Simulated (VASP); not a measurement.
# Tl (Im-3m) in VASP: further runs

Runs on Tl. Level: r2SCAN. Tasks: single point, relaxation of cell and atoms.

Program: VASP 6.6.1. These are calculated values, not measurements. Logs are shortened: lines on timing, memory, paths and dates and some standing lists are left out, and cuts for length are marked.

### Step 1. The cell of the first run

The structure is cubic, space group Im-3m (No. 229). The conventional cell has a = 3.323 Å, b = 3.323 Å, c = 3.323 Å, α = 90.00°, β = 90.00°, γ = 90.00°. Within 3.8 Å of Tl (site symmetry m-3m) lie 14 Tl at 2.88 to 3.32 Å.

This isn't the form of Tl at room conditions, which is hcp.

### Step 2. Single point, r2SCAN

File POSCAR:

```
Tl
1.0
   -1.6615342312      1.6615342312      1.6615342312
    1.6615342312     -1.6615342312      1.6615342312
    1.6615342312      1.6615342312     -1.6615342312
Tl
1
Direct
    0.0000000000      0.0000000000      0.0000000000
```

File INCAR.step1:

```
SYSTEM = Tl
  PREC = Accurate
  ENCUT = 550
  ISMEAR = -1
  SIGMA = 0.1
  LREAL = .FALSE.
  LASPH = .TRUE.
  NELM = 120
  NBANDS = 12
  GGA = PE
  ALGO = Normal
  EDIFF = 1E-5
  LWAVE = .TRUE.
  LCHARG = .FALSE.
  GGA_COMPAT = .FALSE.
```

File INCAR.step2:

```
SYSTEM = Tl
  PREC = Accurate
  ENCUT = 550
  EDIFF = 1E-6
  ISMEAR = -1
  SIGMA = 0.1
  LREAL = .FALSE.
  LASPH = .TRUE.
  NELM = 120
  ALGO = Normal
  ISIF = 2
  LWAVE = .FALSE.
  LCHARG = .FALSE.
  METAGGA = R2SCAN
  LMIXTAU = .TRUE.
  NBANDS = 12
  ISTART = 1
  GGA_COMPAT = .FALSE.
```

File KPOINTS:

```
regular mesh
0
G
  8 8 8
  0 0 0
```

Potentials or basis: VASP PAW PBE potentials, release 64 (Tl_d).

Run with:

```bash
> cat potpaw_PBE.64/Tl_d/POTCAR > POTCAR
> cp INCAR.step1 INCAR
> mpirun -np 1 vasp_std > vasp.out
> cp INCAR.step2 INCAR
> mpirun -np 1 vasp_std > vasp.out
```

OUTCAR:

```text
SYSTEM = Tl
   PREC = Accurate
   ENCUT = 550
   EDIFF = 1E-6
   ISMEAR = -1
   LREAL = .FALSE.
   LASPH = .TRUE.
   NELM = 120
   ISIF = 2
   METAGGA = R2SCAN
   ISTART = 1

 ion  position               nearest neighbor table
   1  0.000  0.000  0.000-

  LATTYP: Found a body centered cubic cell.
 ALAT       =     3.3230684624

  Lattice vectors:

 A1 = (  -1.6615342312,   1.6615342312,   1.6615342312)
 A2 = (   1.6615342312,  -1.6615342312,   1.6615342312)
 A3 = (   1.6615342312,   1.6615342312,  -1.6615342312)

Analysis of symmetry for initial positions (statically):
=====================================================================
 Subroutine PRICEL returns:
 Original cell was already a primitive cell.

 Routine SETGRP: Setting up the symmetry group for a
 body centered cubic supercell.

 Subroutine GETGRP returns: Found 48 space group operations
 (whereof 48 operations were pure point group operations)
 out of a pool of 48 trial point group operations.

The static configuration has the point symmetry O_h .

Analysis of symmetry for dynamics (positions and initial velocities):
=====================================================================
 Subroutine PRICEL returns:
 Original cell was already a primitive cell.

 Routine SETGRP: Setting up the symmetry group for a
 body centered cubic supercell.

 Subroutine GETGRP returns: Found 48 space group operations
 (whereof 48 operations were pure point group operations)
 out of a pool of 48 trial point group operations.

The dynamic configuration has the point symmetry O_h .

 Subroutine INISYM returns: Found 48 space group operations
 (whereof 48 operations are pure point group operations),
 and found     1 'primitive' translations

----------------------------------------------------------------------------------------

                                     Primitive cell

  volume of cell :      18.3480

  direct lattice vectors                    reciprocal lattice vectors
    -1.661534231  1.661534231  1.661534231     0.000000000  0.300926692  0.300926692
     1.661534231 -1.661534231  1.661534231     0.300926692  0.000000000  0.300926692
     1.661534231  1.661534231 -1.661534231     0.300926692  0.300926692  0.000000000

  length of vectors
     2.877861707  2.877861707  2.877861707     0.425574609  0.425574609  0.425574609

  position of ions in fractional coordinates (direct lattice)
     0.000000000  0.000000000  0.000000000

  ion indices of the primitive-cell ions
   primitive index   ion index
                 1           1

----------------------------------------------------------------------------------------

 KPOINTS: regular mesh

Automatic generation of k-mesh.
 Grid dimensions read from file:
 generate k-points for:    8    8    8

 Generating k-lattice:

  Cartesian coordinates                     Fractional coordinates (reciprocal lattice)
     0.000000000  0.037615837  0.037615837     0.125000000  0.000000000  0.000000000
     0.037615837  0.000000000  0.037615837     0.000000000  0.125000000  0.000000000
     0.037615837  0.037615837  0.000000000     0.000000000  0.000000000  0.125000000

  Length of vectors
     0.053196826  0.053196826  0.053196826

  Shift w.r.t. Gamma in fractional coordinates (k-lattice)
     0.000000000  0.000000000  0.000000000

 Subroutine IBZKPT returns following result:
 ===========================================

 Found     29 irreducible k-points:

 Following reciprocal coordinates:
            Coordinates               Weight
  0.000000  0.000000  0.000000      1.000000
  0.125000  0.000000  0.000000     12.000000
  0.250000  0.000000  0.000000     12.000000
  0.375000  0.000000  0.000000     12.000000
  0.500000  0.000000  0.000000      6.000000
  0.125000  0.125000  0.000000     24.000000
[... 16 lines left out ...]
 -0.250000  0.250000  0.250000      6.000000
 -0.375000  0.375000  0.250000     24.000000
 [... further k-points ...]
   k-points           NKPTS =     29   k-points in BZ     NKDIM =     29   number of bands    NBANDS=     12
   number of dos      NEDOS =    301   number of ions     NIONS =      1
   total plane-waves  NPLWV =  13824
   dimension x,y,z NGX =    24 NGY =   24 NGZ =   24
   dimension x,y,z NGXF=    48 NGYF=   48 NGZF=   48
   ions per type =               1
   NGX,Y,Z   is equivalent  to a cutoff of  13.86, 13.86, 13.86 a.u.
   NGXF,Y,Z  is equivalent  to a cutoff of  27.73, 27.73, 27.73 a.u.
 SYSTEM =  Tl
   PREC   = accura    normal or accurate (medium, high low for compatibility)
   ISTART =      1    job   : 0-new  1-cont  2-samecut
   ICHARG =      0    charge: 1-file 2-atom 10-const
   ISPIN  =      1    spin polarized calculation?
   LNONCOLLINEAR =      F non collinear calculations
   LSORBIT =      F    spin-orbit coupling
   LASPH  =      T    aspherical Exc in radial PAW
   ENCUT  =  550.0 eV  40.42 Ry    6.36 a.u.   5.50  5.50  5.50*2*pi/ulx,y,z
   NELM   =    120;   NELMIN=  2; NELMDL=  0     # of ELM steps
   EDIFF  = 0.1E-05   stopping-criterion for ELM
   LREAL  =      F    real-space projection
   EDIFFG = 0.1E-04   stopping-criterion for IOM
   NSW    =      0    number of steps for IOM
   IBRION =     -1    ionic relax: 0-MD 1-quasi-New 2-CG
   NFREE  =      0    steps in history (QN), initial steepest desc. (CG)
   ISIF   =      2    stress and relaxation
   ISYM   =      2    0-nonsym 1-usesym 2-fastsym
   POTIM  = 0.5000    time-step for ionic-motion
   TEBEG  =    0.0;   TEEND  =   0.0 temperature during run
   PSTRESS=    0.0 pullay stress
   NELECT =      13.0000    total number of electrons
   NUPDOWN=      -1.0000    fix difference up-down
   EMIN   =  10.00;   EMAX   =-10.00  energy-range for DOS
   EFERMI =   0.00;   METHOD = LEGACY
   ISMEAR =    -1;   SIGMA  =   0.10  broadening in eV -4-tet -1-fermi 0-gaus
   EFERMI_NEDOS =   21; number of points for ismear=-14 and -15
   IALGO  =     38    algorithm
   IMIX   =      4    mixing-type and parameters
     AMIX     =   0.40;   BMIX     =  1.00
     AMIX_MAG =   1.60;   BMIX_MAG =  1.00
  volume/ion in A,a.u.               =      18.35       123.82
  Fermi-wavevector in a.u.,A,eV,Ry     =   1.459464  2.757987 28.980880  2.130035
  Thomas-Fermi vector in A             =   2.576028
   LORBIT       =      0    0 simple, 1 ext, 2 COOP (PROOUT), +10 PAW based schemes
   METAGGA = R2SCAN    functional components
   LHFCALC =     F    Hartree Fock is set to
   AEXX    =    0.0000 exact exchange contribution
   IVDW    =     0    specifies the selected vdW correction
   LEPSILON=     F    determine dielectric tensor
   LRPA    =     F    only Hartree local field effects (RPA)
 non-spin polarized calculation
  energy-cutoff  :      550.00
  volume of cell :       18.35
 maximum number of plane-waves:       555
 NGX is ok and might be reduce to    24
   NGX = 11   NGY = 11   NGZ = 11

 number of electron      13.0000001 magnetization

 Free energy of the ion-electron system (eV)
  ---------------------------------------------------
  ext. energy  EPLUGINS =         0.00000000
  ---------------------------------------------------
  free energy    TOTEN  =       -51.83257282 eV

  energy without entropy =      -51.81223506  energy(sigma->0) =      -51.82240394

 E-fermi :  12.9546     XC(G=0): -13.5877

 val. band max:       12.8551994529   @ k =  -0.3750   0.5000   0.2500
 cond. band min:      12.9950754216   @ k =   0.2500   0.2500   0.0000
 fundamental gap:      0.1398759688
 Fermi energy:        12.9546454085

 k-point     1 :       0.0000    0.0000    0.0000
  band No.  band energies     occupation
      1      -1.9698      2.00000
      2      -0.9934      2.00000
      3      -0.9934      2.00000
      4      -0.9934      2.00000
      5       0.2105      2.00000
      6       0.2105      2.00000
      7      26.2031      0.00000
      8      26.2031      0.00000
      9      26.2031      0.00000
     10      29.8646      0.00000
     11      29.8646      0.00000
     12      29.8646      0.00000

 k-point     2 :       0.1250    0.0000    0.0000
  band No.  band energies     occupation
      1      -1.5169      2.00000
      2      -1.0821      2.00000
      3      -0.8738      2.00000
      4      -0.7323      2.00000
      5       0.1248      2.00000
      6       0.2131      2.00000
      7      24.2028      0.00000
      8      25.7516      0.00000
      9      26.5521      0.00000
     10      27.4719      0.00000
     11      27.8715      0.00000
     12      28.6235      0.00000

 k-point     3 :       0.2500    0.0000    0.0000
  band No.  band energies     occupation
      1      -1.4322      2.00000
      2      -1.2907      2.00000
      3      -0.0535      2.00000
      4       0.0236      2.00000
      5       0.2245      2.00000
      6       0.6852      2.00000
      7      18.4103      0.00000
      8      23.5783      0.00000
      9      24.5168      0.00000
     10      27.3013      0.00000
     11      27.3529      0.00000
     12      30.0369      0.00000
[... 286 lines left out ...]
 k-point    23 :      -0.2500    0.2500    0.2500
  band No.  band energies     occupation
      1      -0.8309      2.00000
      2      -0.5993      2.00000
      3      -0.4509      2.00000
      4      -0.4509      2.00000
      5      -0.1067      2.00000
      6       3.0297      2.00000
      7      19.4611      0.00000
      8      19.8928      0.00000
      9      19.8928      0.00000
     10      22.7122      0.00000
     11      32.6402      0.00000
     12      32.6402      0.00000

 k-point    24 :      -0.3750    0.3750    0.2500
  band No.  band energies     occupation
      1      -1.2254      2.00000
      2      -0.8898      2.00000
      3      -0.4554      2.00000
      4      -0.0970      2.00000
      5       0.5807      2.00000
      6       5.7607      2.00000
      7      14.5337      0.00000
      8      17.7378      0.00000
      9      20.0565      0.00000
     10      23.5995      0.00000
     11      29.6879      0.00000
     12      32.7903      0.00000

 [... further k-points ...]

------------------------ aborting loop because EDIFF is reached ----------------------------------------

  FORCE on cell =-STRESS in cart. coord.  units (eV):
  Direction    XX          YY          ZZ          XY          YZ          ZX
  --------------------------------------------------------------------------------------
  -------------------------------------------------------------------------------------
  Total        6.9192522      6.9192522      6.9192522      0.0000000      0.0000000     -0.0000000
  in kB      604.2016015    604.2016015    604.2016015      0.0000000      0.0000000     -0.0000000
  external PRESSURE =     604.2016015 kB  Pullay stress =       0.0000000 kB

 VOLUME and BASIS-vectors are now :
 -----------------------------------------------------------------------------
  energy-cutoff  :      550.00
  volume of cell :       18.35
      direct lattice vectors                 reciprocal lattice vectors
    -1.661534231  1.661534231  1.661534231     0.000000000  0.300926692  0.300926692
     1.661534231 -1.661534231  1.661534231     0.300926692  0.000000000  0.300926692
     1.661534231  1.661534231 -1.661534231     0.300926692  0.300926692  0.000000000

 POSITION                                       TOTAL-FORCE (eV/Angst)
 -----------------------------------------------------------------------------------
      0.00000      0.00000      0.00000         0.000000      0.000000      0.000000
 -----------------------------------------------------------------------------------
    total drift:                               -0.000000     -0.000000     -0.000000

  FREE ENERGIE OF THE ION-ELECTRON SYSTEM (eV)
  ---------------------------------------------------
  free  energy   TOTEN  =       -51.8325728178 eV

  energy  without entropy=      -51.8122350619  energy(sigma->0) =      -51.82240394
```

Run time: 22 s. Hardware: 1 thread of AMD EPYC 9R45 (Zen 5), shared host; peak memory 0.11 GiB.

What came out:

```yaml
Free_energy: -51.8326 eV
Pressure: 60.4 GPa
Band_gap_on_the_k_mesh: zero (an odd number of electrons rules out a gap without spin polarisation)
```

Caveat: the cell stands under pressure; the PAW data sets were made with another functional, which shifts forces and pressure a little; spin-orbit coupling is left out, which moves the levels of the heavy elements.

### Step 3. Single point, r2SCAN

This run uses another cell than the first one, of 19.92 Å³/atom.

File POSCAR:

```
Tl
1.0
   -1.7075780320      1.7075780320      1.7075780320
    1.7075780320     -1.7075780320      1.7075780320
    1.7075780320      1.7075780320     -1.7075780320
Tl
1
Direct
    0.0000000000      0.0000000000      0.0000000000
```

File INCAR.step1:

```
SYSTEM = Tl
ALGO = Normal
EDIFF = 1E-5
ENCUT = 550
GGA = PE
GGA_COMPAT = .FALSE.
ISMEAR = -1
LASPH = .TRUE.
LCHARG = .FALSE.
LREAL = .FALSE.
LWAVE = .TRUE.
NBANDS = 12
NELM = 120
PREC = Accurate
SIGMA = 0.1
```

File INCAR.step2:

```
SYSTEM = Tl
ALGO = Normal
EDIFF = 1E-6
ENCUT = 550
GGA_COMPAT = .FALSE.
ISIF = 2
ISMEAR = -1
ISTART = 1
LASPH = .TRUE.
LCHARG = .FALSE.
LMIXTAU = .TRUE.
LREAL = .FALSE.
LWAVE = .FALSE.
METAGGA = R2SCAN
NBANDS = 12
NELM = 120
PREC = Accurate
SIGMA = 0.1
```

File KPOINTS:

```
k-points
0
G
  8 8 8
  0 0 0
```

Potentials or basis: VASP PAW PBE potentials, release 64 (Tl_d).

Run with:

```bash
> cat potpaw_PBE.64/Tl_d/POTCAR > POTCAR
> cp INCAR.step1 INCAR
> mpirun -np 1 vasp_std > vasp.out
> cp INCAR.step2 INCAR
> mpirun -np 1 vasp_std > vasp.out
```

Wall time 22 s (1 thread of AMD EPYC 9R45 (Zen 5), shared host); peak memory 0.12 GiB.

Results (log left out):

```yaml
Free_energy: -52.3196 eV
Pressure: 40.3 GPa
Band_gap_on_the_k_mesh: zero (an odd number of electrons rules out a gap without spin polarisation)
```

Levels at points of the mesh, in eV from the Fermi level:
```
           k point  band 3  band 4  band 5  band 6  band 7  band 8  band 9  band 10
(0.00, 0.00, 0.00)  -13.48  -13.48  -12.47  -12.47   13.37   13.37   13.37    15.72
(0.50, 0.00, 0.00)  -12.54  -12.44  -11.76   -5.05   -4.88    7.54    8.27    14.04
(0.50, 0.50, 0.50)  -11.93  -11.93  -11.93    0.79    1.05    1.05    1.05     8.40
```

Caveat: the cell stands under pressure; the PAW data sets were made with another functional, which shifts forces and pressure a little; spin-orbit coupling is left out, which moves the levels of the heavy elements.

### Step 4. Single point, r2SCAN

This run uses another cell than the first one, of 22.62 Å³/atom.

File POSCAR:

```
Tl
1.0
   -1.7815908823      1.7815908823      1.7815908823
    1.7815908823     -1.7815908823      1.7815908823
    1.7815908823      1.7815908823     -1.7815908823
Tl
1
Direct
    0.0000000000      0.0000000000      0.0000000000
```

File INCAR.step1:

```
SYSTEM = Tl
PREC     = Accurate       ! precision mode
ENCUT    = 550            ! plane-wave cutoff, eV
ISMEAR   = -1             ! smearing method
SIGMA    = 0.1            ! smearing width, eV
LREAL    = .False.        ! projectors in reciprocal space
LASPH    = .True.         ! aspherical terms in the spheres
NELM     = 120            ! most SCF steps
NBANDS   = 12             ! bands
GGA      = PE             ! functional
ALGO     = Normal         ! electronic algorithm
EDIFF    = 1E-5           ! SCF threshold, eV
LWAVE    = .True.         ! write WAVECAR
LCHARG   = .False.        ! write CHGCAR
GGA_COMPAT= .False.
```

File INCAR.step2:

```
SYSTEM = Tl
PREC     = Accurate       ! precision mode
ENCUT    = 550            ! plane-wave cutoff, eV
EDIFF    = 1E-6           ! SCF threshold, eV
ISMEAR   = -1             ! smearing method
SIGMA    = 0.1            ! smearing width, eV
LREAL    = .False.        ! projectors in reciprocal space
LASPH    = .True.         ! aspherical terms in the spheres
NELM     = 120            ! most SCF steps
ALGO     = Normal         ! electronic algorithm
ISIF     = 2              ! what is computed and relaxed
LWAVE    = .False.        ! write WAVECAR
LCHARG   = .True.         ! write CHGCAR
METAGGA  = R2SCAN         ! meta-GGA
LMIXTAU  = .True.       
LELF     = .True.         ! ELF
LVHAR    = .True.       
NBANDS   = 12             ! bands
ISTART   = 1            
GGA_COMPAT= .False.
```

File KPOINTS:

```
regular mesh
0
Gamma
  8 8 8
  0 0 0
```

Run with:

```bash
> cat potpaw_PBE.64/Tl_d/POTCAR > POTCAR
> cp INCAR.step1 INCAR
> mpirun -np 1 vasp_std > vasp.out
> cp INCAR.step2 INCAR
> mpirun -np 1 vasp_std > vasp.out
```

It took 24 s on 1 thread of AMD EPYC 9R45 (Zen 5), shared host; peak memory 0.12 GiB.

The run converged. Its results:

```
Free energy            : -52.8116 eV
Pressure               : 20.1 GPa
Band gap on the k mesh : zero (an odd number of electrons rules out a gap without spin polarisation)
```

Levels at points of the mesh, in eV from the Fermi level:
```tsv
k point	band 2	band 3	band 4	band 5	band 6	band 7	band 8	band 9	band 10	band 11
(0.00, 0.00, 0.00)	-12.92	-12.92	-12.51	-12.15	-12.15	13.38	13.38	13.38	13.96	13.96
(0.50, 0.00, 0.00)	-13.27	-12.20	-12.14	-11.62	-5.16	-4.04	6.99	8.12	12.77	13.58
(0.50, 0.50, 0.50)	-13.37	-11.75	-11.75	-11.75	-0.19	1.25	1.25	1.25	7.83	7.83
```

Caveat: the cell stands under pressure; the PAW data sets were made with another functional, which shifts forces and pressure a little; spin-orbit coupling is left out, which moves the levels of the heavy elements.

### Step 5. Single point, r2SCAN

This run uses another cell than the first one, of 30.35 Å³/atom.

File POSCAR:

```
Tl
1.0
   -1.9649603755      1.9649603755      1.9649603755
    1.9649603755     -1.9649603755      1.9649603755
    1.9649603755      1.9649603755     -1.9649603755
Tl
1
Direct
    0.0000000000      0.0000000000      0.0000000000
```

File INCAR.step1:

```
ALGO     = Normal         # electronic algorithm
EDIFF    = 1E-5           # SCF threshold, eV
ENCUT    = 550            # plane-wave cutoff, eV
GGA      = PE             # functional
GGA_COMPAT= F            
ISMEAR   = -1             # smearing method
LASPH    = T              # aspherical terms in the spheres
LCHARG   = F              # write CHGCAR
LREAL    = F              # projectors in reciprocal space
LWAVE    = T              # write WAVECAR
NBANDS   = 12             # bands
NELM     = 120            # most SCF steps
PREC     = Accurate       # precision mode
SIGMA    = 0.1            # smearing width, eV
```

File INCAR.step2:

```
ALGO     = Normal         # electronic algorithm
EDIFF    = 1E-6           # SCF threshold, eV
ENCUT    = 550            # plane-wave cutoff, eV
GGA_COMPAT= F            
ISIF     = 2              # what is computed and relaxed
ISMEAR   = -1             # smearing method
ISTART   = 1            
LASPH    = T              # aspherical terms in the spheres
LCHARG   = T              # write CHGCAR
LELF     = T              # ELF
LMIXTAU  = T            
LREAL    = F              # projectors in reciprocal space
LVHAR    = T            
LWAVE    = F              # write WAVECAR
METAGGA  = R2SCAN         # meta-GGA
NBANDS   = 12             # bands
NELM     = 120            # most SCF steps
PREC     = Accurate       # precision mode
SIGMA    = 0.1            # smearing width, eV
```

File KPOINTS:

```
k-points
0
Gamma
  8 8 8
```

Run with:

```bash
> cat potpaw_PBE.64/Tl_d/POTCAR > POTCAR
> cp INCAR.step1 INCAR
> mpirun -np 1 vasp_std > vasp.out
> cp INCAR.step2 INCAR
> mpirun -np 1 vasp_std > vasp.out
```

Run time: 28 s. Hardware: 1 thread of AMD EPYC 9R45 (Zen 5), shared host; peak memory 0.14 GiB.

The run converged. Its results:

```
Free energy            : -53.1702 eV
Pressure               : 0.0 GPa
Band gap on the k mesh : zero (an odd number of electrons rules out a gap without spin polarisation)
```

Levels at points of the mesh, in eV from the Fermi level:
```tsv
k point	band 3	band 4	band 5	band 6	band 7	band 8	band 9	band 10
(0.00, 0.00, 0.00)	-12.18	-11.79	-11.79	-10.06	10.48	10.48	10.48	12.89
(0.50, 0.00, 0.00)	-11.82	-11.79	-11.53	-5.33	-2.56	5.71	7.26	10.20
(0.50, 0.50, 0.50)	-11.60	-11.60	-11.60	-2.08	1.47	1.47	1.47	6.75
```

Caveat: the PAW data sets were made with another functional, which shifts forces and pressure a little; spin-orbit coupling is left out, which moves the levels of the heavy elements.

(Continued in part 2 of 2.)
